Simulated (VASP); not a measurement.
## Be4Se3: single point with PBE

Crystal: Be4Se3.

```xyz
7
Lattice="0.0000 3.8819 3.8819 3.8819 0.0000 3.8819 3.8819 3.8819 0.0000" Properties=species:S:1:pos:R:3 pbc="T T T"
Be    0.7495    0.7495    0.7495
Be    3.1324    3.1324    0.7495
Be    3.1324    0.7495    3.1324
Be    0.7495    3.1324    3.1324
Se    1.9409    1.9409    1.9409
Se    5.8228    5.8228    5.8228
Se    3.8819    3.8819    3.8819
```

```json
{
  "Program": "VASP 6.6.1",
  "Task": "single point",
  "Functional": "PBE",
  "Potentials or basis": "VASP PAW PBE potentials, release 64 (Be, Se)",
  "Cutoff": "520 eV",
  "k mesh": "4 × 4 × 4",
  "Occupations": "gaussian, width 0.1 eV",
  "Spin": "no spin polarisation",
  "Dipole correction": "no",
  "Further INCAR settings": "ALGO = Normal; EDIFF = 1e-06; NBANDS = 22"
}
```

```
Pressure               : 0.2 GPa
Largest force          : 0.028 eV/Å
Band gap on the k mesh : zero (band 13 reaches 3.92 eV, above the bottom of band 14 at 3.91 eV)
```

Forces on the atoms (eV/Å):
```
Be  -0.016 -0.016 -0.016
Be   0.016  0.016 -0.016
Be   0.016 -0.016  0.016
Be  -0.016  0.016  0.016
Se   0.000  0.000  0.000
Se   0.000  0.000  0.000
Se   0.000  0.000  0.000
```

Levels at points of the mesh, in eV from the Fermi level:
| k point | band 9 | band 10 | band 11 | band 12 | band 13 | band 14 | band 15 | band 16 | band 17 | band 18 |
| --- | --- | --- | --- | --- | --- | --- | --- | --- | --- | --- |
| (0.00, 0.00, 0.00) | -2.66 | -2.66 | -2.54 | -2.54 | -2.54 | 0.70 | 0.70 | 2.05 | 2.05 | 2.05 |
| (0.50, 0.00, 0.00) | -3.66 | -2.37 | -1.00 | -1.00 | -0.27 | 0.81 | 0.81 | 1.33 | 3.72 | 3.72 |
| (0.50, 0.50, 0.00) | -2.48 | -2.34 | -1.03 | -0.02 | -0.02 | 0.95 | 1.61 | 1.61 | 1.99 | 2.44 |

It took 22 s on 1 thread of Intel(R) Xeon(R) Platinum 8488C (Sapphire Rapids), with other jobs on the host, peak memory 0.24 GiB.
